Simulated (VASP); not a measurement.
Runs of VASP 6.6.1 on Zr. The structure is that of space group Fm-3m (No. 225), or close to it. The cells are those of the table. 

```csv
level,spin,cell,k mesh,smearing,grid for exact exchange (PRECFOCK),screening parameter,gap on the mesh (eV),pressure (GPa)
PBE,"collinear, ferromagnetic start","a = 3.321 Å, angles 60.0°, 1 atom",20 × 20 × 20,fermi-dirac 0.05 eV,-,-,none,-8.2
PBE,off,"a = 3.202 Å, angles 60.0°, 1 atom",20 × 20 × 20,fermi-dirac 0.1 eV,-,-,none,0.2
PBE,off,"a = 3.158 Å, angles 60.0°, 1 atom",20 × 20 × 20,fermi-dirac 0.1 eV,-,-,none,(b)
PBE,off,"a = 3.068 Å, angles 60.0°, 1 atom",20 × 20 × 20,fermi-dirac 0.1 eV,-,-,none,14.4
PBE,off,"a = 3.202 Å, angles 60.0°, 1 atom",6 × 6 × 6,fermi-dirac 0.1 eV,-,-,none,0.3
PBE,off,"a = 3.325 Å, angles 60.0°, 1 atom",20 × 20 × 20,fermi-dirac 0.1 eV,-,-,none,-8.3
HSE06,off,"a = 3.202 Å, angles 60.0°, 1 atom",6 × 6 × 6,fermi-dirac 0.1 eV,Normal,0.2079 1/Å,none,1.4
PBE,off,"a = 3.244 Å, angles 60.0°, 1 atom",20 × 20 × 20,fermi-dirac 0.1 eV,-,-,none,(c)
PBE,off,"a = 3.114 Å, angles 60.0°, 1 atom",20 × 20 × 20,fermi-dirac 0.1 eV,-,-,none,8.8
PBE,off,"a = 3.285 Å, angles 60.0°, 1 atom",20 × 20 × 20,fermi-dirac 0.1 eV,-,-,none,(a)
```

Alike in all rows: task single point; potentials or basis VASP PAW PBE potentials, release 64 (Zr_sv); cutoff (eV) 520.

Task: Fill in the values left out.

Result: (a) -6.0; (b) 4.1; (c) -3.1.

Caveats: some runs use coarse meshes; the PAW data sets were made with another functional, which shifts forces and pressure a little (some runs).

A k mesh can miss the band edges, and the runs leave out spin-orbit coupling on Zr.

A gap of «none» marks levels without a gap at the run's occupations.
